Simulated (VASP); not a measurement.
# TaRu (P4/mmm) in VASP: a series of runs

TaRu is run at these levels: LDA; tasks: electric field gradients.

Program: VASP 6.6.1. These are calculated values, not measurements. Logs are shortened: lines on timing, memory, paths and dates and some standing lists are left out, and cuts for length are marked.

### Step 1. The cell of the first run

The structure is tetragonal, space group P4/mmm (No. 123). Conventional cell: a = 3.113 Å, b = 3.113 Å, c = 3.455 Å, α = 90.00°, β = 90.00°, γ = 90.00°. Within 3.7 Å of Ta (site symmetry 4/mmm) lie 8 Ru at 2.80 Å and 6 Ta at 3.11 to 3.46 Å. Within 3.7 Å of Ru (site symmetry 4/mmm) lie 8 Ta at 2.80 Å and 6 Ru at 3.11 to 3.46 Å.

### Step 2. Electric field gradients, LDA (volume scaled by 1.06)

Contents of INCAR:

```
  ALGO = Normal
  EDIFF = 1E-8
  ENCUT = 520
  GGA = CA
  ISIF = 2
  ISMEAR = -1
  LASPH = True
  LCHARG = False
  LEFG = True
  LREAL = False
  LWAVE = False
  NBANDS = 20
  NELM = 60
  PREC = Accurate
  SIGMA = 0.05
```

Contents of KPOINTS:

```
k-points
0
Gamma
  11 11 10
```

Contents of POSCAR:

```
TaRu
1.0
    3.1128779469      0.0000000000      0.0000000000
    0.0000000000      3.1128779469      0.0000000000
    0.0000000000      0.0000000000      3.4554678552
Ta Ru
1 1
Direct
    0.5000000000      0.5000000000      0.5000000000
    0.0000000000      0.0000000000      0.0000000000
```

Potentials or basis: VASP PAW LDA potentials, release 64 (Ta_pv, Ru_pv).

Started as:

```console
$ cat potpaw_LDA.64/Ta_pv/POTCAR potpaw_LDA.64/Ru_pv/POTCAR > POTCAR
$ mpirun -np 1 vasp_std > vasp.out
```

OUTCAR:

```text
EDIFF = 1E-8
   ENCUT = 520
   GGA = CA
   ISIF = 2
   ISMEAR = -1
   LASPH = True
   LREAL = False
   NELM = 60
   PREC = Accurate

 ion  position               nearest neighbor table
   1  0.500  0.500  0.500-   2 2.80   2 2.80   2 2.80   2 2.80   2 2.80   2 2.80   2 2.80   2 2.80

   2  0.000  0.000  0.000-   1 2.80   1 2.80   1 2.80   1 2.80   1 2.80   1 2.80   1 2.80   1 2.80

  LATTYP: Found a simple tetragonal cell.
 ALAT       =     3.1128779469
 C/A-ratio  =     1.1100556829

  Lattice vectors:

 A1 = (   3.1128779469,   0.0000000000,   0.0000000000)
 A2 = (   0.0000000000,   3.1128779469,   0.0000000000)
 A3 = (   0.0000000000,   0.0000000000,   3.4554678552)

Analysis of symmetry for initial positions (statically):
=====================================================================
 Subroutine PRICEL returns:
 Original cell was already a primitive cell.

 Routine SETGRP: Setting up the symmetry group for a
 simple tetragonal supercell.

 Subroutine GETGRP returns: Found 16 space group operations
 (whereof 16 operations were pure point group operations)
 out of a pool of 16 trial point group operations.

The static configuration has the point symmetry D_4h.

Analysis of symmetry for dynamics (positions and initial velocities):
=====================================================================
 Subroutine PRICEL returns:
 Original cell was already a primitive cell.

 Routine SETGRP: Setting up the symmetry group for a
 simple tetragonal supercell.

 Subroutine GETGRP returns: Found 16 space group operations
 (whereof 16 operations were pure point group operations)
 out of a pool of 16 trial point group operations.

The dynamic configuration has the point symmetry D_4h.

 Subroutine INISYM returns: Found 16 space group operations
 (whereof 16 operations are pure point group operations),
 and found     1 'primitive' translations

----------------------------------------------------------------------------------------

                                     Primitive cell

  volume of cell :      33.4835

  direct lattice vectors                    reciprocal lattice vectors
     3.112877947  0.000000000  0.000000000     0.321246132  0.000000000  0.000000000
     0.000000000  3.112877947  0.000000000     0.000000000  0.321246132  0.000000000
     0.000000000  0.000000000  3.455467855     0.000000000  0.000000000  0.289396412

  length of vectors
     3.112877947  3.112877947  3.455467855     0.321246132  0.321246132  0.289396412

  position of ions in fractional coordinates (direct lattice)
     0.500000000  0.500000000  0.500000000
     0.000000000  0.000000000  0.000000000

  ion indices of the primitive-cell ions
   primitive index   ion index
                 1           1
                 2           2

----------------------------------------------------------------------------------------

 KPOINTS: k-points

Automatic generation of k-mesh.
 Grid dimensions read from file:
 generate k-points for:   11   11   10

 Generating k-lattice:

  Cartesian coordinates                     Fractional coordinates (reciprocal lattice)
     0.029204194  0.000000000  0.000000000     0.090909091  0.000000000  0.000000000
     0.000000000  0.029204194  0.000000000     0.000000000  0.090909091  0.000000000
     0.000000000  0.000000000  0.028939641     0.000000000  0.000000000  0.100000000

  Length of vectors
     0.029204194  0.029204194  0.028939641

  Shift w.r.t. Gamma in fractional coordinates (k-lattice)
     0.000000000  0.000000000  0.000000000

 Subroutine IBZKPT returns following result:
 ===========================================

 Found    126 irreducible k-points:

 Following reciprocal coordinates:
            Coordinates               Weight
  0.000000  0.000000  0.000000      1.000000
  0.090909  0.000000  0.000000      4.000000
  0.181818  0.000000  0.000000      4.000000
  0.272727  0.000000  0.000000      4.000000
  0.363636  0.000000  0.000000      4.000000
  0.454545  0.000000  0.000000      4.000000
[... 16 lines left out ...]
  0.090909  0.000000  0.100000      8.000000
  0.181818  0.000000  0.100000      8.000000
 [... further k-points ...]
   k-points           NKPTS =    126   k-points in BZ     NKDIM =    126   number of bands    NBANDS=     20
   number of dos      NEDOS =    301   number of ions     NIONS =      2
   total plane-waves  NPLWV =  16128
   dimension x,y,z NGX =    24 NGY =   24 NGZ =   28
   dimension x,y,z NGXF=    48 NGYF=   48 NGZF=   56
   ions per type =               1   1
   NGX,Y,Z   is equivalent  to a cutoff of  12.82, 12.82, 13.47 a.u.
   NGXF,Y,Z  is equivalent  to a cutoff of  25.63, 25.63, 26.94 a.u.
 SYSTEM =  unknown system
   PREC   = accura    normal or accurate (medium, high low for compatibility)
   ISTART =      0    job   : 0-new  1-cont  2-samecut
   ICHARG =      2    charge: 1-file 2-atom 10-const
   ISPIN  =      1    spin polarized calculation?
   LNONCOLLINEAR =      F non collinear calculations
   LSORBIT =      F    spin-orbit coupling
   LASPH  =      T    aspherical Exc in radial PAW
   ENCUT  =  520.0 eV  38.22 Ry    6.18 a.u.   5.79  5.79  6.42*2*pi/ulx,y,z
   NELM   =     60;   NELMIN=  2; NELMDL= -5     # of ELM steps
   EDIFF  = 0.1E-07   stopping-criterion for ELM
   LREAL  =      F    real-space projection
   EDIFFG = 0.1E-06   stopping-criterion for IOM
   NSW    =      0    number of steps for IOM
   IBRION =     -1    ionic relax: 0-MD 1-quasi-New 2-CG
   NFREE  =      0    steps in history (QN), initial steepest desc. (CG)
   ISIF   =      2    stress and relaxation
   ISYM   =      2    0-nonsym 1-usesym 2-fastsym
   POTIM  = 0.5000    time-step for ionic-motion
   TEBEG  =    0.0;   TEEND  =   0.0 temperature during run
   PSTRESS=    0.0 pullay stress
   NELECT =      25.0000    total number of electrons
   NUPDOWN=      -1.0000    fix difference up-down
   EMIN   =  10.00;   EMAX   =-10.00  energy-range for DOS
   EFERMI =   0.00;   METHOD = LEGACY
   ISMEAR =    -1;   SIGMA  =   0.05  broadening in eV -4-tet -1-fermi 0-gaus
   EFERMI_NEDOS =   21; number of points for ismear=-14 and -15
   IALGO  =     38    algorithm
   IMIX   =      4    mixing-type and parameters
     AMIX     =   0.40;   BMIX     =  1.00
     AMIX_MAG =   1.60;   BMIX_MAG =  1.00
  volume/ion in A,a.u.               =      16.74       112.98
  Fermi-wavevector in a.u.,A,eV,Ry     =   1.485176  2.806575 30.011006  2.205747
  Thomas-Fermi vector in A             =   2.598620
   LORBIT       =      0    0 simple, 1 ext, 2 COOP (PROOUT), +10 PAW based schemes
   GGA     = CA    functional components
   LHFCALC =     F    Hartree Fock is set to
   AEXX    =    0.0000 exact exchange contribution
   IVDW    =     0    specifies the selected vdW correction
   LEPSILON=     F    determine dielectric tensor
   LRPA    =     F    only Hartree local field effects (RPA)
 non-spin polarized calculation
  energy-cutoff  :      520.00
  volume of cell :       33.48
 maximum number of plane-waves:       929
 NGX is ok and might be reduce to    24
   NGX = 11   NGY = 11   NGZ = 13

 number of electron      24.9999999 magnetization

 Free energy of the ion-electron system (eV)
  ---------------------------------------------------
  ext. energy  EPLUGINS =         0.00000000
  ---------------------------------------------------
  free energy    TOTEN  =       -23.84548214 eV

  energy without entropy =      -23.82526200  energy(sigma->0) =      -23.83537207

 E-fermi :   8.4715     XC(G=0): -13.1659

 val. band max:        8.4579216356   @ k =   0.4545   0.0909   0.2000
 cond. band min:       8.4717264602   @ k =   0.3636   0.1818   0.0000
 fundamental gap:      0.0138048246
 Fermi energy:         8.4715291291

 k-point     1 :       0.0000    0.0000    0.0000
  band No.  band energies     occupation
      1     -34.1647      2.00000
      2     -34.1470      2.00000
      3     -34.1470      2.00000
      4     -26.3203      2.00000
      5     -26.1992      2.00000
      6     -26.1992      2.00000
[... 12 lines left out ...]
     19      17.4525      0.00000
     20      17.4525      0.00000

 k-point     2 :       0.0909    0.0000    0.0000
  band No.  band energies     occupation
      1     -34.1629      2.00000
      2     -34.1569      2.00000
      3     -34.1457      2.00000
      4     -26.3198      2.00000
      5     -26.2307      2.00000
      6     -26.1979      2.00000
[... 12 lines left out ...]
     19      16.7763      0.00000
     20      18.1292      0.00000

 k-point     3 :       0.1818    0.0000    0.0000
  band No.  band energies     occupation
      1     -34.1833      2.00000
      2     -34.1580      2.00000
      3     -34.1420      2.00000
      4     -26.3185      2.00000
      5     -26.3144      2.00000
      6     -26.1945      2.00000
[... 12 lines left out ...]
     19      17.5803      0.00000
     20      18.7382      0.00000

 k-point     4 :       0.2727    0.0000    0.0000
  band No.  band energies     occupation
      1     -34.2177      2.00000
      2     -34.1516      2.00000
      3     -34.1373      2.00000
      4     -26.4224      2.00000
      5     -26.3168      2.00000
      6     -26.1900      2.00000
[... 12 lines left out ...]
     19      18.7382      0.00000
     20      19.5877      0.00000

 k-point     5 :       0.3636    0.0000    0.0000
  band No.  band energies     occupation
      1     -34.2492      2.00000
      2     -34.1458      2.00000
      3     -34.1329      2.00000
      4     -26.5199      2.00000
      5     -26.3153      2.00000
      6     -26.1859      2.00000
[... 12 lines left out ...]
     19      18.7381      0.00000
     20      20.5278      0.00000
[... 353 lines left out ...]
      6     -26.2760      2.00000
[... 12 lines left out ...]
     19      17.8251      0.00000
     20      18.7358      0.00000

 k-point    22 :       0.0000    0.0000    0.1000
  band No.  band energies     occupation
      1     -34.1675      2.00000
      2     -34.1462      2.00000
      3     -34.1462      2.00000
      4     -26.3355      2.00000
      5     -26.1999      2.00000
      6     -26.1999      2.00000
[... 12 lines left out ...]
     19      18.1353      0.00000
     20      18.1353      0.00000

 k-point    23 :       0.0909    0.0000    0.1000
  band No.  band energies     occupation
      1     -34.1663      2.00000
      2     -34.1559      2.00000
      3     -34.1448      2.00000
      4     -26.3347      2.00000
      5     -26.2307      2.00000
      6     -26.1985      2.00000
[... 12 lines left out ...]
     19      17.4571      0.00000
     20      18.6534      0.00000

 k-point    24 :       0.1818    0.0000    0.1000
  band No.  band energies     occupation
      1     -34.1836      2.00000
      2     -34.1611      2.00000
      3     -34.1413      2.00000
      4     -26.3352      2.00000
      5     -26.3099      2.00000
      6     -26.1947      2.00000
[... 12 lines left out ...]
     19      17.0460      0.00000
     20      18.7385      0.00000

 [... further k-points ...]

------------------------ aborting loop because EDIFF is reached ----------------------------------------

  FORCE on cell =-STRESS in cart. coord.  units (eV):
  Direction    XX          YY          ZZ          XY          YZ          ZX
  --------------------------------------------------------------------------------------
  -------------------------------------------------------------------------------------
  Total       -4.7327498     -4.7327498     -4.3674113      0.0000000     -0.0000000     -0.0000000
  in kB     -226.4608234   -226.4608234   -208.9794737      0.0000000     -0.0000000     -0.0000000
  external PRESSURE =    -220.6337069 kB  Pullay stress =       0.0000000 kB

 VOLUME and BASIS-vectors are now :
 -----------------------------------------------------------------------------
  energy-cutoff  :      520.00
  volume of cell :       33.48
      direct lattice vectors                 reciprocal lattice vectors
     3.112877947  0.000000000  0.000000000     0.321246132  0.000000000  0.000000000
     0.000000000  3.112877947  0.000000000     0.000000000  0.321246132  0.000000000
     0.000000000  0.000000000  3.455467855     0.000000000  0.000000000  0.289396412

 POSITION                                       TOTAL-FORCE (eV/Angst)
 -----------------------------------------------------------------------------------
      1.55644      1.55644      1.72773         0.000000      0.000000      0.000000
      0.00000      0.00000      0.00000         0.000000      0.000000      0.000000
 -----------------------------------------------------------------------------------
    total drift:                                0.000000      0.000000     -0.000000

  FREE ENERGIE OF THE ION-ELECTRON SYSTEM (eV)
  ---------------------------------------------------
  free  energy   TOTEN  =       -23.8454821374 eV

  energy  without entropy=      -23.8252620031  energy(sigma->0) =      -23.83537207

 Electric field gradients (V/A^2)
---------------------------------------------------------------------
 ion       V_xx      V_yy      V_zz      V_xy      V_xz      V_yz
---------------------------------------------------------------------
   1      -7.843    -7.843    15.686     0.000    -0.000     0.000
   2      -7.279    -7.279    14.558     0.000    -0.000     0.000
---------------------------------------------------------------------

 Electric field gradients after diagonalization (V/A^2)
 (convention: |V_zz| > |V_xx| > |V_yy|)
----------------------------------------------------------------------
 ion       V_xx      V_yy      V_zz     asymmetry (V_yy - V_xx)/ V_zz
----------------------------------------------------------------------
   1      -7.843    -7.843    15.686       0.000
   2      -7.279    -7.279    14.558       0.000
----------------------------------------------------------------------

           NMR quadrupolar parameters

 Cq : quadrupolar parameter    Cq=e*Q*V_zz/h
 eta: asymmetry parameters     (V_yy - V_xx)/ V_zz
 Q  : nuclear electric quadrupole moment in mb (millibarn)
----------------------------------------------------------------------
 ion       Cq(MHz)       eta       Q (mb)
----------------------------------------------------------------------
   1       0.038       0.000       1.000
   2       0.035       0.000       1.000
----------------------------------------------------------------------
```

Run time: 47 s. Hardware: 1 thread of Intel Xeon Platinum 8259CL at 2.50GHz (Skylake/Cascade Lake), shared host; peak memory 0.2 GiB.

What came out:

```yaml
Free_energy: -23.8455 eV
Pressure: -22.1 GPa
```

Electric field gradients, principal values (V/Å²):
```csv
atom,least,middle,greatest (by size)
1 Ta,-7.843,-7.843,15.686
2 Ru,-7.279,-7.279,14.558
```

Caveat: without QUAD_EFG the Cq values of the log hold for a quadrupole moment of 1 mb, not for the nuclei; spin-orbit coupling is left out, which moves the levels of the heavy elements.

(Part 1 of 3 ends here.)
